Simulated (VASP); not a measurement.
A run of VASP 6.6.1 is set up as follows.

Contents of POSCAR:

```
Cu
1.0
    0.0000000000      1.7887153400      1.7887153400
    1.7887153400      0.0000000000      1.7887153400
    1.7887153400      1.7887153400      0.0000000000
Cu
1
Direct
    0.0000000000      0.0000000000      0.0000000000
```

INCAR.step1

```
SYSTEM = Cu
  ALGO = Normal
  EDIFF = 1E-4
  ENCUT = 520
  GGA = PE
  ISMEAR = 0
  LASPH = .TRUE.
  LCHARG = .FALSE.
  LREAL = .FALSE.
  LWAVE = .TRUE.
  NBANDS = 12
  NELM = 80
  PREC = Accurate
  SIGMA = 0.1
```

The input INCAR.step2:

```
SYSTEM = Cu
  ALGO = Normal
  EDIFF = 1E-7
  ENCUT = 520
  ISIF = 2
  ISMEAR = 0
  ISTART = 1
  LASPH = .TRUE.
  LCHARG = .TRUE.
  LELF = .TRUE.
  LMIXTAU = .TRUE.
  LREAL = .FALSE.
  LVHAR = .TRUE.
  LWAVE = .FALSE.
  METAGGA = R2SCAN
  NBANDS = 12
  NELM = 80
  PREC = Accurate
  SIGMA = 0.1
```

File KPOINTS:

```
k-points
0
G
  8 8 8
  0 0 0
```

Potentials or basis: VASP PAW PBE potentials, release 64 (Cu).

Launch:

```console
$ cat potpaw_PBE.64/Cu/POTCAR > POTCAR
$ cp INCAR.step1 INCAR
$ mpirun -np 1 vasp_std > vasp.out
$ cp INCAR.step2 INCAR
$ mpirun -np 1 vasp_std > vasp.out
```

What does it give for the pressure?

1.4 GPa.

Caveat: the k points lie up to 0.38 Å⁻¹ apart; the PAW data sets were made with another functional, which shifts forces and pressure a little.
